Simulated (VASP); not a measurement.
Runs of VASP 6.6.1 on NbTe. The structure is that of space group P-6m2 (No. 187), or close to it. The cells are those of the table. 

| task | level | potentials or basis | cell | k mesh | cutoff (eV) | gap on the mesh (eV) | pressure (GPa) |
| --- | --- | --- | --- | --- | --- | --- | --- |
| single point | PBEsol+D3(BJ) | VASP PAW PBE potentials, release 64 (Te, Nb_sv) | a = 3.579, b = 3.579, c = 3.658 Å, angles 90.0, 90.0, 120.0°, 2 atoms | 8 × 8 × 7 | 520 | none | -1.0 |
| single point | PBEsol | VASP PAW PBE potentials, release 64 (Te, Nb_sv) | a = 3.851, b = 3.851, c = 3.694 Å, angles 90.0, 90.0, 120.0°, 2 atoms | 7 × 7 × 6 | 520 | none | -11.8 |
| single point | LDA | VASP PAW LDA potentials, release 64 (Te, Nb_sv) | a = 3.776, b = 3.776, c = 3.767 Å, angles 90.0, 90.0, 120.0°, 2 atoms | 8 × 8 × 7 | 520 | none | (b) |
| relaxation of cell and atoms | PBEsol | VASP PAW PBE potentials, release 64 (Te, Nb_sv) | relaxed to 10 GPa from a = 3.703, b = 3.703, c = 3.694 Å, angles 90.0, 90.0, 120.0°, 2 atoms | 8 × 8 × 7 | 600 | none | 10.0 |
| single point | LDA | VASP PAW LDA potentials, release 64 (Te, Nb_sv) | a = 3.727, b = 3.727, c = 3.719 Å, angles 90.0, 90.0, 120.0°, 2 atoms | 8 × 8 × 7 | 520 | none | -9.5 |
| single point | PBEsol | VASP PAW PBE potentials, release 64 (Te, Nb_sv) | a = 3.776, b = 3.776, c = 3.767 Å, angles 90.0, 90.0, 120.0°, 2 atoms | 8 × 8 × 7 | 520 | none | (a) |
| single point | LDA | VASP PAW LDA potentials, release 64 (Te, Nb_sv) | a = 3.653, b = 3.653, c = 3.644 Å, angles 90.0, 90.0, 120.0°, 2 atoms | 8 × 8 × 7 | 520 | none | -2.7 |

Alike in all rows: no spin polarisation; smearing fermi-dirac 0.05 eV.

Problem. Estimate the missing entries.

Solution. (a) -10.9; (b) -12.9.

Caveats: spin-orbit coupling is left out, which moves the levels of the heavy elements; the PAW data sets were made with another functional, which shifts forces and pressure a little (some runs); three body term missing (some runs); pairwise dispersion overbinds metals, which lowers pressure and volume (some runs); the cell is relaxed towards a set pressure, so the enthalpy falls and the energy may rise (some runs).

A k mesh can miss the band edges, and the runs leave out spin-orbit coupling on Nb, Te.

A gap of «none» marks levels without a gap at the run's occupations.
